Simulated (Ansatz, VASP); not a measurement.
## Two plane-wave programs on C

File INCAR:

```
PREC = Accurate ; ENCUT = 520
EDIFF = 1E-7 ; ISMEAR = 0
SIGMA = 0.05 ; LREAL = F
LASPH = T ; NELM = 80
ALGO = Normal ; ISIF = 2
LWAVE = F ; LCHARG = F
GGA = PS ; NBANDS = 11
```

File KPOINTS:

```
Automatic mesh
0
Gamma
  12 12 12
```

The input POSCAR:

```
C
1.0
    0.0000000000      1.8547360000      1.6407280000
    1.8547360000      0.0000000000      1.6407280000
    1.8547360000      1.8547360000      0.0000000000
C
2
Direct
    0.5000000000      0.5000000000      0.5000000000
    0.7500000000      0.7500000000      0.7500000000
```

Input for Ansatz:

```yaml
crystal:
  lattice:
    - [0.0, 1.854736, 1.640728]
    - [1.854736, 0.0, 1.640728]
    - [1.854736, 1.854736, 0.0]
  atoms:
    - { symbol: C, position: [0.5, 0.5, 0.5] }
    - { symbol: C, position: [0.75, 0.75, 0.75] }
basis:
  ecutwfc: 420
kpoints:
  mp_grid: { grid: [12, 12, 12] }
hamiltonian:
  xc: pbesol
scf:
  occupations: { method: gaussian, width: 0.05 }
output:
  forces: true
  stress: true
  eigenvalues: true
```

Change from the starting cell: strain +0.040 along x and y, -0.080 along z, atoms carried along.

Alike in both runs: task single point; functional PBEsol; k mesh 12 × 12 × 12; occupations gaussian, width 0.05 eV; no spin polarisation.

```csv
,VASP,Ansatz
version,VASP 6.6.1,Ansatz 0.2.0
potentials or method,"VASP PAW PBE potentials, release 64 (C), cutoff 520 eV","scalar-relativistic, plane waves, PAW"
valence electrons in the cell,8,8
```

|  | VASP | Ansatz | Ansatz less VASP |
| --- | --- | --- | --- |
| gap on the k mesh at the Fermi level (eV) | 1.07 | 1.08 | +0.008 |
| least direct gap on the mesh (eV) | 3.62 | 3.63 | +0.003 |
| pressure (GPa) | -1.5 | -2.5 | -1.03 |
| traceless stress, the component that is largest in VASP (GPa) | 65.66 | 65.74 | +0.083 |

VASP's potentials were made for PBE, not for PBEsol. The functional is the same, so the differences come from potentials, cutoffs and numerics.
